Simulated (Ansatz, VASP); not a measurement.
# One calculation of Sn, two programs

```
Sn
1.0
     5.72104    0.00000    0.00000
     0.00000    5.72104    0.00000
     0.00000    0.00000    2.67264
Sn
3
Cartesian
  0.0000 0.0000 0.0000
  0.0000 2.8605 0.0000
  2.8605 0.0000 0.0000
```

Alike in both runs: task single point; functional PBE; k mesh 4 × 4 × 6; occupations gaussian, width 0.1 eV; no spin polarisation.

|  | VASP | Ansatz |
| --- | --- | --- |
| version | VASP 6.6.1 | Ansatz 0.2.0 |
| potentials or method | VASP PAW PBE potentials, release 64 (Sn_d), cutoff 520 eV | scalar-relativistic, plane waves, PAW |
| valence electrons in the cell | 42 | 42 |

|  | VASP | Ansatz | Ansatz less VASP |
| --- | --- | --- | --- |
| gap on the k mesh at the Fermi level (eV) | none | none | - |
| pressure (GPa) | 14.0 | 14.1 | +0.10 |
| traceless stress, the component that is largest in VASP (GPa) | 16.34 | 16.40 | +0.053 |

A gap of «none» marks a metal or a gap that the smearing closes.

The k mesh is coarse, so the values compare programs but aren't converged.
